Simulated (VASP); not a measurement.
# H17ClO8 in VASP: notebook, part 2 of 2

VASP 6.6.1. Earlier steps stand in the parts before.

### Step 3. Single point, PBE+D3(BJ)

This run uses another cell than the first one, of 8.14 Å³/atom, 1.084 times its volume.

INCAR reads:

```
ALGO = Normal
EDIFF = 1E-6
ENCUT = 520
GGA = PE
ISIF = 2
ISMEAR = -1
IVDW = 12
LASPH = True
LCHARG = False
LREAL = Auto
LWAVE = False
NBANDS = 55
NELM = 60
PREC = Accurate
SIGMA = 0.05
```

KPOINTS reads:

```
k-points
0
Gamma
  1 1 1
```

POSCAR reads:

```
H17ClO8
1.0
    5.9740120000      0.0000000000      0.0000000000
    0.0000000000      5.7511110000      0.0000000000
    0.0000000000      0.0000000000      6.1599150000
O H Cl
8 17 1
Direct
    0.5731659059     -0.1119435879      0.9659711214
    0.2811008749      0.5439818498      0.2750849646
    0.8830246742      0.3771445204      0.1667068458
    0.0544023012      0.7733288403     -0.0806666975
    0.6281875564      0.7196696430      0.3001827136
    0.1583190660      0.2335374852      0.8906291726
    1.0611126995      0.8079830141      0.4893411679
    0.7062925217      0.6340687912      0.6910647306
    0.6197844932      0.0384099698      0.9275777344
    0.5227307880     -0.1338350103      0.8208230146
    0.1744723646      0.7335799987      0.3851514185
    0.4382816774      0.6054308463      0.2831694918
    0.9920636249      0.2794938230      0.0527280003
    0.7458973969      0.2892136841      0.1918370627
    0.1769162834      0.6699748970     -0.0980208331
   -0.0514729465      0.6792078957     -0.0102274139
    0.6042003263      0.7472469232      0.1555703285
    0.6021414085      0.8760220417      0.3830247658
    0.2951785165      0.2606105151      0.7869264430
    0.1261129037      0.0536591973      0.9408571385
    1.0853007995      0.9362886580      0.5979627966
    0.9087527779      0.7275985457      0.5421828061
    0.6626032890      0.4794725750      0.6583857082
    0.7127873195      0.6073782961      0.8555312857
    0.2833104453      0.3899072718      0.2981859328
    0.5221951345      0.1569609768      0.5767936733
```

Potentials or basis: VASP PAW PBE potentials, release 64 (O, H, Cl).

The run is started by

```console
cat potpaw_PBE.64/O/POTCAR potpaw_PBE.64/H/POTCAR potpaw_PBE.64/Cl/POTCAR > POTCAR
mpirun -np 1 vasp_gam > vasp.out
```

OUTCAR:

```text
EDIFF = 1E-6
   ENCUT = 520
   GGA = PE
   ISIF = 2
   ISMEAR = -1
   IVDW = 12
   LASPH = True
   LREAL = Auto
   NELM = 60
   PREC = Accurate
 IVDW          = 12

 ion  position               nearest neighbor table
   1  0.573  0.888  0.966-   9 0.94  10 0.95
   2  0.281  0.544  0.275-  25 0.90  12 1.00
   3  0.883  0.377  0.167-  14 0.98  13 1.11
   4  0.054  0.773  0.919-  16 0.94  15 0.95
[... 300 lines left out ...]
  -------------------------------------------------------------------------------------
  Total       9.90097     9.42492    11.09456     0.76501     0.25872     3.11233
  in kB      74.95414    71.35026    83.99012     5.79141     1.95859    23.56158
  external pressure =       76.76 kB  Pullay stress =        0.00 kB

 VOLUME and BASIS-vectors are now :
 -----------------------------------------------------------------------------
  energy-cutoff  :      520.00
  volume of cell :      211.64
      direct lattice vectors                 reciprocal lattice vectors
     5.974012000  0.000000000  0.000000000     0.167391696  0.000000000  0.000000000
     0.000000000  5.751111000  0.000000000     0.000000000  0.173879447  0.000000000
     0.000000000  0.000000000  6.159915000     0.000000000  0.000000000  0.162339902

 POSITION                                       TOTAL-FORCE (eV/Angst)
 -----------------------------------------------------------------------------------
      3.42410      5.10731      5.95030        -1.113810      0.166177      0.112987
      1.67930      3.12850      1.69450        -1.231516      4.300310     -1.481962
      5.27520      2.16900      1.02690         0.825179     -1.401473     -1.842947
      0.32500      4.44750      5.66302         0.702437      2.009023     -0.504534
      3.75280      4.13890      1.84910         1.682484      1.278252      5.883383
      0.94580      1.34310      5.48620         0.406298     -2.588805     -0.161388
[... 18 lines left out ...]
      1.69250      2.24240      1.83680        -0.400553     -4.569186      1.061445
      3.11960      0.90270      3.55300        -0.081918      0.175267     -0.584554
 -----------------------------------------------------------------------------------
    total drift:                               -0.004449      0.000378     -0.005861

  FREE ENERGIE OF THE ION-ELECTRON SYSTEM (eV)
  ---------------------------------------------------
  free  energy   TOTEN  =      -120.0015731834 eV

  energy  without entropy=     -120.0015731833  energy(sigma->0) =     -120.00157318
```

Run time: 41 s. Hardware: 1 thread of Intel Xeon 8259CL, shared host; peak memory 0.31 GiB.

Results:

| Quantity | Value |
| --- | --- |
| Free energy | -120.0016 eV |
| Pressure | 7.7 GPa |
| Largest force | 6.251 eV/Å |
| Band gap on the k mesh | 4.36 eV |
| Dispersion energy per atom | -0.051 eV |

Forces on the atoms (eV/Å):
```
O   -1.114  0.166  0.113
O   -1.232  4.300 -1.482
O    0.825 -1.401 -1.843
O    0.702  2.009 -0.505
O    1.682  1.278  5.883
O    0.406 -2.589 -0.161
O   -2.570  1.910  2.071
O    0.578 -0.091  2.203
H    1.219  2.436  0.514
H   -0.750 -1.159 -1.471
H    0.117 -1.585 -0.164
H    0.419 -0.224  0.789
H   -1.594  2.115  1.647
H    0.186  0.021  0.146
H    0.919 -0.578  0.151
H   -1.110 -1.040  1.518
H    0.137  1.561 -3.365
H    0.151 -1.742 -1.082
H   -1.469 -1.118  1.169
H    1.361  2.214 -1.577
H    0.452 -0.896 -1.111
H    1.275 -0.071 -0.411
H   -0.480 -1.859 -1.604
H    0.372  0.735 -1.905
H   -0.401 -4.569  1.061
Cl  -0.082  0.175 -0.585
```

Stress tensor (GPa, compression positive):
```
7.50 0.58 2.36
0.58 7.14 0.20
2.36 0.20 8.40
```

Caveat: the k points lie up to 1.09 Å⁻¹ apart.

### Step 4. Single point, PBE+D3(BJ)

This run uses another cell than the first one, of 9.73 Å³/atom, 1.295 times its volume.

INCAR reads:

```
  ALGO = Normal
  EDIFF = 1E-7
  ENCUT = 520
  GGA = PE
  ISIF = 2
  ISMEAR = -1
  IVDW = 12
  LASPH = True
  LCHARG = False
  LREAL = Auto
  LWAVE = False
  NBANDS = 55
  NELM = 100
  PREC = Accurate
  SIGMA = 0.05
```

KPOINTS is that of step 3.

POSCAR reads:

```
H17ClO8
1.0
    6.4678360000      0.0000000000      0.0000000000
    0.0000000000      6.0790800000      0.0000000000
    0.0000000000      0.0000000000      6.4309430000
O H Cl
8 17 1
Direct
    0.4864841966     -0.0539555327      0.9345285754
    0.3336355467      0.5539325029      0.3241826276
    0.8758261650      0.4301473249      0.1456707049
    0.0205478308      0.7952025635     -0.0584051204
    0.6251240755      0.8038880883      0.2551258812
    0.1562346355      0.2125321595      0.9658459109
    1.0457748156      0.8179033670      0.5070018503
    0.7831522011      0.5501490357      0.6081534232
    0.5104953187      0.0848319154      0.9574490086
    0.5688146700     -0.0513071057      0.8025728109
    0.2093899722      0.6271508189      0.3904870561
    0.5072948665      0.6818794949      0.2922121997
    0.9708656806      0.3710100871      0.0432906962
    0.8688377380      0.3144390270      0.2400892062
    0.1075784853      0.7038729545     -0.1528236217
   -0.0089674506      0.6836067300      0.0455298702
    0.5765452309      0.8714970028      0.1034373964
    0.6656476757      0.8978990242      0.3641612124
    0.2279123960      0.2233068162      0.8388660885
    0.1177209812      0.0571303553      0.9751447027
    1.1405051087      0.9350263527      0.5917328143
    0.9777149575      0.7014219257      0.5907687255
    0.7131133195      0.4133520204      0.5968331550
    0.7932173914      0.6079867348      0.7470444070
    0.3989742473      0.4216756483      0.3680020177
    0.5295434207      0.1645972746      0.5289892944
```

The run is started by

```console
cat potpaw_PBE.64/O/POTCAR potpaw_PBE.64/H/POTCAR potpaw_PBE.64/Cl/POTCAR > POTCAR
mpirun -np 1 vasp_gam > vasp.out
```

Run time: 60 s. Hardware: 1 thread of Intel Xeon 8259CL, shared host; peak memory 0.3 GiB.

Results (log left out):

```yaml
Free_energy: -121.8281 eV
Pressure: 5.2 GPa
Largest_force: 8.187 eV/Å
Band_gap_on_the_k_mesh: 4.45 eV
Dispersion_energy_per_atom: -0.041 eV
```

Forces on the atoms (eV/Å):
```
O    0.072 -6.668 -2.555
O   -0.271  2.133 -1.474
O   -0.815  2.064 -1.247
O    0.511 -1.052 -1.137
O   -0.395 -1.971 -2.594
O   -0.348  0.269  0.961
O    2.923  2.700  0.781
O    1.024  1.933 -0.060
H    0.431  7.914  2.050
H   -0.444 -0.854 -0.149
H    0.671 -0.451  0.231
H   -0.188  0.685  0.327
H    0.713 -0.704 -0.529
H   -0.221 -1.508  1.915
H   -0.222  0.980  0.570
H   -0.548 -0.083  1.194
H    0.338 -0.382  1.165
H    0.206  1.258  1.393
H    0.910  0.256 -1.575
H   -0.179 -0.505  0.090
H   -2.187 -2.730 -1.684
H    0.021  0.516 -0.443
H   -0.924 -1.682  0.337
H   -0.645 -0.408  0.914
H   -0.298 -1.593  1.188
Cl  -0.133 -0.117  0.329
```

Stress tensor (GPa, compression positive):
```
 1.17  0.13 -1.75
 0.13  8.69 -1.06
-1.75 -1.06  5.70
```

Levels at points of the mesh, in eV from the valence-band top:
| k point | band 32 | band 33 | band 34 | band 35 | band 36 | band 37 | band 38 | band 39 | band 40 | band 41 |
| --- | --- | --- | --- | --- | --- | --- | --- | --- | --- | --- |
| (0.00, 0.00, 0.00) | -0.51 | -0.46 | -0.30 | -0.24 | 0.00 | 4.45 | 7.03 | 7.50 | 7.92 | 8.34 |

Caveat: the k points lie up to 1.03 Å⁻¹ apart.

### Step 5. Summary

| cell | gap on the mesh (eV) | pressure (GPa) | largest force (eV/Å) |
| --- | --- | --- | --- |
| a = 5.773, b = 5.505, c = 6.143 Å, 26 atoms | 4.03 | 10.7 | 7.90 |
| a = 5.974, b = 5.751, c = 6.160 Å, 26 atoms | 4.36 | 7.7 | 6.25 |
| a = 6.468, b = 6.079, c = 6.431 Å, 26 atoms | 4.45 | 5.2 | 8.19 |

Alike in all rows: task single point; level PBE+D3(BJ); potentials or basis VASP PAW PBE potentials, release 64 (O, H, Cl); no spin polarisation; k mesh 1 × 1 × 1; cutoff (eV) 520; smearing fermi-dirac 0.05 eV.

Caveats: all runs use coarse meshes.

Total energies depend on the potentials used, so only differences within one code and one set of settings carry meaning.
